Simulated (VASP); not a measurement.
# SrCl2 (P-3m1) in VASP: a series of runs, part 2 of 2

VASP 6.6.1. Earlier steps stand in the parts before.

### 4 Relaxation of shape and atoms at fixed volume, PBEsol (35.02 Å³/atom)

This run uses another cell than the first one, of 35.02 Å³/atom.

INCAR reads:

```
SYSTEM = SrCl2
ALGO     = Normal         ! electronic algorithm
EDIFF    = 1E-6           ! SCF threshold, eV
EDIFFG   = -0.01          ! ionic threshold
ENCUT    = 600            ! plane-wave cutoff, eV
GGA      = PS             ! functional
IBRION   = 2              ! ionic algorithm
ISIF     = 4              ! what is computed and relaxed
ISMEAR   = 0              ! smearing method
LASPH    = .TRUE.         ! aspherical terms in the spheres
LCHARG   = .FALSE.        ! write CHGCAR
LREAL    = .FALSE.        ! projectors in reciprocal space
LWAVE    = .FALSE.        ! write WAVECAR
NELM     = 80             ! most SCF steps
NSW      = 60             ! ionic steps
PREC     = Accurate       ! precision mode
SIGMA    = 0.05           ! smearing width, eV
```

KPOINTS reads:

```
k-points
0
G
  8 8 6
  0 0 0
```

POSCAR reads:

```
SrCl2
1.0
    4.4183366270      0.0000000000      0.0000000000
   -2.2091683135      3.8263917615      0.0000000000
    0.0000000000      0.0000000000      6.2135379781
Sr Cl
1 2
Direct
    0.0000000000      0.0000000000      0.0000000000
    0.3333333333      0.6666666667      0.2230369008
    0.6666666667      0.3333333333      0.7769630992
```

Potentials or basis: VASP PAW PBE potentials, release 64 (Sr_sv, Cl).

Started as:

```bash
$ cat potpaw_PBE.64/Sr_sv/POTCAR potpaw_PBE.64/Cl/POTCAR > POTCAR
$ mpirun -np 1 vasp_std > vasp.out
```

OUTCAR:

```text
SYSTEM = SrCl2
   EDIFF = 1E-6
   EDIFFG = -0.01
   ENCUT = 600
   GGA = PS
   IBRION = 2
   ISIF = 4
   ISMEAR = 0
   LASPH = .TRUE.
   LREAL = .FALSE.
   NELM = 80
   NSW = 60
   PREC = Accurate

 ion  position               nearest neighbor table
   1  0.000  0.000  0.000-   2 2.90   3 2.90   3 2.90   2 2.90   3 2.90   2 2.90
   2  0.333  0.667  0.223-   1 2.90   1 2.90   1 2.90
   3  0.667  0.333  0.777-   1 2.90   1 2.90   1 2.90

  LATTYP: Found a hexagonal cell.
 ALAT       =     4.4183366270
 C/A-ratio  =     1.4063070569

  Lattice vectors:

 A1 = (   4.4183366270,   0.0000000000,   0.0000000000)
 A2 = (  -2.2091683135,   3.8263917615,   0.0000000000)
 A3 = (   0.0000000000,   0.0000000000,   6.2135379781)

Analysis of symmetry for initial positions (statically):
=====================================================================
 Subroutine PRICEL returns:
 Original cell was already a primitive cell.

 Routine SETGRP: Setting up the symmetry group for a
 hexagonal supercell.

 Subroutine GETGRP returns: Found 12 space group operations
 (whereof 12 operations were pure point group operations)
 out of a pool of 24 trial point group operations.

The static configuration has the point symmetry D_3d.

Analysis of symmetry for dynamics (positions and initial velocities):
=====================================================================
 Subroutine PRICEL returns:
 Original cell was already a primitive cell.

 Routine SETGRP: Setting up the symmetry group for a
 hexagonal supercell.

 Subroutine GETGRP returns: Found 12 space group operations
 (whereof 12 operations were pure point group operations)
 out of a pool of 24 trial point group operations.

The dynamic configuration has the point symmetry D_3d.

 Subroutine INISYM returns: Found 12 space group operations
 (whereof 12 operations are pure point group operations),
 and found     1 'primitive' translations

----------------------------------------------------------------------------------------

                                     Primitive cell

  volume of cell :     105.0479

  direct lattice vectors                    reciprocal lattice vectors
     4.418336627  0.000000000  0.000000000     0.226329518  0.130671408  0.000000000
    -2.209168314  3.826391762  0.000000000     0.000000000  0.261342817  0.000000000
     0.000000000  0.000000000  6.213537978     0.000000000  0.000000000  0.160938905

  length of vectors
     4.418336627  4.418336627  6.213537978     0.261342817  0.261342817  0.160938905

  position of ions in fractional coordinates (direct lattice)
     0.000000000  0.000000000  0.000000000
     0.333333333  0.666666667  0.223036901
     0.666666667  0.333333333  0.776963099

  ion indices of the primitive-cell ions
   primitive index   ion index
                 1           1
                 2           2
                 3           3

----------------------------------------------------------------------------------------

 KPOINTS: k-points

Automatic generation of k-mesh.
 Grid dimensions read from file:
 generate k-points for:    8    8    6
[... 46 lines left out ...]
   k-points           NKPTS =     50   k-points in BZ     NKDIM =     50   number of bands    NBANDS=     16
   number of dos      NEDOS =    301   number of ions     NIONS =      3
   total plane-waves  NPLWV =  64800
   dimension x,y,z NGX =    36 NGY =   36 NGZ =   50
   dimension x,y,z NGXF=    72 NGYF=   72 NGZF=  100
   ions per type =               1   2
   NGX,Y,Z   is equivalent  to a cutoff of  13.55, 13.55, 13.38 a.u.
   NGXF,Y,Z  is equivalent  to a cutoff of  27.09, 27.09, 26.76 a.u.
 SYSTEM =  SrCl2
   PREC   = accura    normal or accurate (medium, high low for compatibility)
   ISTART =      0    job   : 0-new  1-cont  2-samecut
   ICHARG =      2    charge: 1-file 2-atom 10-const
   ISPIN  =      1    spin polarized calculation?
   LNONCOLLINEAR =      F non collinear calculations
   LSORBIT =      F    spin-orbit coupling
   LASPH  =      T    aspherical Exc in radial PAW
   ENCUT  =  600.0 eV  44.10 Ry    6.64 a.u.   8.82  8.82 12.41*2*pi/ulx,y,z
   NELM   =     80;   NELMIN=  2; NELMDL= -5     # of ELM steps
   EDIFF  = 0.1E-05   stopping-criterion for ELM
   LREAL  =      F    real-space projection
   EDIFFG = -.1E-01   stopping-criterion for IOM
   NSW    =     60    number of steps for IOM
   IBRION =      2    ionic relax: 0-MD 1-quasi-New 2-CG
   NFREE  =      1    steps in history (QN), initial steepest desc. (CG)
   ISIF   =      4    stress and relaxation
   ISYM   =      2    0-nonsym 1-usesym 2-fastsym
   POTIM  = 0.5000    time-step for ionic-motion
   TEBEG  =    0.0;   TEEND  =   0.0 temperature during run
   PSTRESS=    0.0 pullay stress
   NELECT =      24.0000    total number of electrons
   NUPDOWN=      -1.0000    fix difference up-down
   EMIN   =  10.00;   EMAX   =-10.00  energy-range for DOS
   EFERMI =   0.00;   METHOD = LEGACY
   ISMEAR =     0;   SIGMA  =   0.05  broadening in eV -4-tet -1-fermi 0-gaus
   EFERMI_NEDOS =   21; number of points for ismear=-14 and -15
   IALGO  =     38    algorithm
   IMIX   =      4    mixing-type and parameters
     AMIX     =   0.40;   BMIX     =  1.00
     AMIX_MAG =   1.60;   BMIX_MAG =  1.00
  volume/ion in A,a.u.               =      35.02       236.30
  Fermi-wavevector in a.u.,A,eV,Ry     =   1.000805  1.891247 13.627743  1.001611
  Thomas-Fermi vector in A             =   2.133186
   LORBIT       =      0    0 simple, 1 ext, 2 COOP (PROOUT), +10 PAW based schemes
   GGA     = PS    functional components
   LHFCALC =     F    Hartree Fock is set to
   AEXX    =    0.0000 exact exchange contribution
   IVDW    =     0    specifies the selected vdW correction
   LEPSILON=     F    determine dielectric tensor
   LRPA    =     F    only Hartree local field effects (RPA)
 conjugate gradient relaxation of ions
 non-spin polarized calculation
 Gauss-broadening in eV      SIGMA  =   0.05
  energy-cutoff  :      600.00
  volume of cell :      105.05
 maximum number of plane-waves:      3524
 NGX is ok and might be reduce to    36
   NGX = 17   NGY = 17   NGZ = 25

--------------------------------------- Ionic step        1  -------------------------------------------

 number of electron      24.0000004 magnetization

 Free energy of the ion-electron system (eV)
  ---------------------------------------------------
  ext. energy  EPLUGINS =         0.00000000
  ---------------------------------------------------
  free energy    TOTEN  =       -13.09888172 eV

  energy without entropy =      -13.09888172  energy(sigma->0) =      -13.09888172

------------------------ aborting loop because EDIFF is reached ----------------------------------------

  FORCE on cell =-STRESS in cart. coord.  units (eV):
  Direction    XX          YY          ZZ          XY          YZ          ZX
  --------------------------------------------------------------------------------------
  -------------------------------------------------------------------------------------
  Total       -0.3837265     -0.3837265     -0.2150814      0.0000000      0.0000000      0.0000000
  in kB       -5.8525500     -5.8525500     -3.2803954      0.0000000      0.0000000      0.0000000
  external PRESSURE =      -4.9951651 kB  Pullay stress =       0.0000000 kB
[... 135 lines left out ...]
--------------------------------------- Ionic step        5  -------------------------------------------

 number of electron      24.0000002 magnetization

 Free energy of the ion-electron system (eV)
  ---------------------------------------------------
  ext. energy  EPLUGINS =         0.00000000
  ---------------------------------------------------
  free energy    TOTEN  =       -13.10128241 eV

  energy without entropy =      -13.10128241  energy(sigma->0) =      -13.10128241

 E-fermi :  -1.4624     XC(G=0):  -7.3723

 val. band max:       -1.7561822139   @ k =   0.0000   0.0000   0.0000
 cond. band min:       3.5502809976   @ k =   0.0000   0.0000   0.0000
 fundamental gap:      5.3064632115
 Fermi energy:        -1.4623625481

 k-point     1 :       0.0000    0.0000    0.0000
  band No.  band energies     occupation
      1     -34.0531      2.00000
      2     -16.3835      2.00000
      3     -16.0581      2.00000
      4     -16.0581      2.00000
      5     -14.3819      2.00000
      6     -13.7405      2.00000
[... 433 lines left out ...]
      3     -16.2603      2.00000
      4     -16.1495      2.00000
      5     -13.9753      2.00000
      6     -13.8236      2.00000
[... 8 lines left out ...]
     15       5.6020      0.00000
     16       6.6976      0.00000

 [... further k-points ...]

------------------------ aborting loop because EDIFF is reached ----------------------------------------

  FORCE on cell =-STRESS in cart. coord.  units (eV):
  Direction    XX          YY          ZZ          XY          YZ          ZX
  --------------------------------------------------------------------------------------
  -------------------------------------------------------------------------------------
  Total       -0.0398978     -0.0398978     -0.0331514      0.0000000      0.0000000      0.0000000
  in kB       -0.6085164     -0.6085164     -0.5056211      0.0000000      0.0000000      0.0000000
  external PRESSURE =      -0.5742180 kB  Pullay stress =       0.0000000 kB
[... 18 lines left out ...]
  FREE ENERGIE OF THE ION-ELECTRON SYSTEM (eV)
  ---------------------------------------------------
  free  energy   TOTEN  =       -13.1012824094 eV

  energy  without entropy=      -13.1012824094  energy(sigma->0) =      -13.10128241

 reached required accuracy - stopping structural energy minimisation
```

Wall time 3.1 min (1 thread of AMD EPYC 9R45 (Zen 5), shared host); peak memory 0.28 GiB.

Results:

```
Free energy                  : -13.1013 eV
Energy gained by relaxing    : 0.8 meV/atom
Ionic steps                  : 5
Pressure after relaxing      : -0.1 GPa
Largest force after relaxing : 0.004 eV/Å
Band gap on the k mesh       : 5.31 eV
```

Forces on the atoms (eV/Å):
```
Sr   0.000  0.000  0.000
Cl   0.000  0.000  0.004
Cl   0.000  0.000 -0.004
```

Step by step:
| step | energy change (eV) | largest force (eV/Å) | pressure (GPa) | volume (Å³) |
| --- | --- | --- | --- | --- |
| 1 | 0.0000 | 0.0650 | -0.50 | 105.05 |
| 2 | -0.0007 | 0.0554 | -0.43 | 105.05 |
| 3 | -0.0020 | 0.0252 | -0.24 | 105.05 |
| 4 | -0.0018 | 0.0382 | 0.16 | 105.05 |
| 5 | -0.0024 | 0.0044 | -0.06 | 105.05 |

Final structure:
```
Sr Cl
1.0
     4.39162    0.00000    0.00000
    -2.19581    3.80326    0.00000
     0.00000    0.00000    6.28936
Sr Cl
1 2
Cartesian
  0.0000 0.0000 0.0000
  0.0000 2.5355 1.3814
  2.1958 1.2678 4.9080
```

Caveat: the PAW data sets were made with another functional, which shifts forces and pressure a little.

### 5 Relaxation of cell and atoms, PBEsol

This run uses another cell than the first one, of 35.36 Å³/atom.

INCAR reads:

```
ALGO = Normal ; EDIFF = 1E-7
EDIFFG = -0.01 ; ENCUT = 600
GGA = PS ; IBRION = 2
ISIF = 3 ; ISMEAR = 0
LASPH = T ; LCHARG = F
LREAL = F ; LWAVE = F
NELM = 60 ; NSW = 80
PREC = Accurate ; SIGMA = 0.05
```

KPOINTS reads:

```
k-points
0
Gamma
  8 8 6
```

POSCAR reads:

```
SrCl2
1.0
    4.2344368825      0.0000000000      0.0000000000
   -2.1172184413      3.6671299110      0.0000000000
    0.0000000000      0.0000000000      6.8310255369
Sr Cl
1 2
Direct
    0.0000000000      0.0000000000      0.0000000000
    0.3333333333      0.6666666667      0.2520000000
    0.6666666667      0.3333333333      0.7480000000
```

Started as:

```bash
$ cat potpaw_PBE.64/Sr_sv/POTCAR potpaw_PBE.64/Cl/POTCAR > POTCAR
$ mpirun -np 1 vasp_std > vasp.out
```

Run time: 7 min. Hardware: 1 thread of AMD EPYC 9R45 (Zen 5), shared host; peak memory 0.29 GiB.

It converged, with:

| Quantity | Value |
| --- | --- |
| Free energy | -13.1018 eV |
| Relaxed volume | 33.01 Å³/atom |
| Relaxed cell | a = 4.384 Å, b = 4.384 Å, c = 5.950 Å, α = 90.00°, β = 90.00°, γ = 120.00° |
| Space group after relaxing (to 0.1 Å) | P-3m1 (No. 164) |
| Energy gained by relaxing | 89.1 meV/atom |
| Ionic steps | 9 |
| Pressure after relaxing | 0.0 GPa |
| Largest force after relaxing | 0.009 eV/Å |
| Band gap on the k mesh | 5.19 eV |

Forces in eV/Å, atoms in the order of the input:
```
Sr   0.000  0.000  0.000
Cl   0.000  0.000 -0.009
Cl   0.000  0.000  0.009
```

Step by step:
```tsv
step	energy change (eV)	largest force (eV/Å)	pressure (GPa)	volume (Å³)
1	0.0000	0.9117	-2.47	106.07
2	-0.1714	0.3446	0.05	97.87
3	-0.1830	0.1446	1.06	95.41
4	-0.2259	0.1382	0.55	97.08
5	-0.2578	0.1324	-0.90	101.75
6	-0.2626	0.1350	-0.51	100.48
7	-0.2673	0.0020	0.07	98.85
8	-0.2673	0.0087	0.04	98.93
9	-0.2674	0.0085	0.02	99.04
```

Final structure:
```cif
data_structure
_symmetry_space_group_name_H-M 'P 1'
_symmetry_Int_Tables_number 1
_cell_length_a 4.3842
_cell_length_b 4.3842
_cell_length_c 5.9500
_cell_angle_alpha 90.000
_cell_angle_beta 90.000
_cell_angle_gamma 120.000
_cell_volume 99.04
loop_
_atom_site_label
_atom_site_type_symbol
_atom_site_fract_x
_atom_site_fract_y
_atom_site_fract_z
_atom_site_occupancy
Sr1 Sr 0.00000 0.00000 0.00000 1
Cl1 Cl 0.33333 0.66667 0.23303 1
Cl2 Cl 0.66667 0.33333 0.76697 1
```

Levels at points of the mesh, in eV from the valence-band top:
```
           k point  band 9  band 10  band 11  band 12  band 13  band 14  band 15  band 16
(0.00, 0.00, 0.00)   -1.33    -0.36    -0.36     0.00     5.19     6.70     6.70     7.57
(0.50, 0.00, 0.00)   -0.91    -0.86    -0.73    -0.68     5.63     7.11     8.03     8.26
(0.00, 0.00, 0.50)   -1.26    -0.72    -0.45    -0.45     6.47     6.55     6.55     7.11
(0.50, 0.00, 0.50)   -1.06    -0.70    -0.54    -0.27     6.06     7.56     7.87     8.38
```

Caveat: the PAW data sets were made with another functional, which shifts forces and pressure a little.

### 6 The runs side by side

| task | cell | gap on the mesh (eV) | pressure (GPa) | relaxed volume (Å³/atom) |
| --- | --- | --- | --- | --- |
| relaxation of shape and atoms at fixed volume | relaxed from a = 4.351, b = 4.351, c = 6.038 Å, angles 90.0, 90.0, 120.0°, 3 atoms, atomic positions A | 5.19 | 0.1 | 33.00 |
| relaxation of shape and atoms at fixed volume | relaxed from a = 4.409, b = 4.409, c = 6.119 Å, angles 90.0, 90.0, 120.0°, 3 atoms, atomic positions A | 5.26 | 0.0 | 34.34 |
| relaxation of shape and atoms at fixed volume | relaxed from a = 4.418, b = 4.418, c = 6.214 Å, angles 90.0, 90.0, 120.0°, 3 atoms, atomic positions B | 5.31 | -0.1 | 35.02 |
| relaxation of cell and atoms | relaxed from a = 4.234, b = 4.234, c = 6.831 Å, angles 90.0, 90.0, 120.0°, 3 atoms, atomic positions C | 5.19 | 0.0 | 33.01 |

Alike in all rows: level PBEsol; potentials or basis VASP PAW PBE potentials, release 64 (Sr_sv, Cl); no spin polarisation; k mesh 8 × 8 × 6; cutoff (eV) 600; smearing gaussian 0.05 eV.

Caveats: the PAW data sets were made with another functional, which shifts forces and pressure a little.

Absolute energies hang on the potentials; compare differences alone.
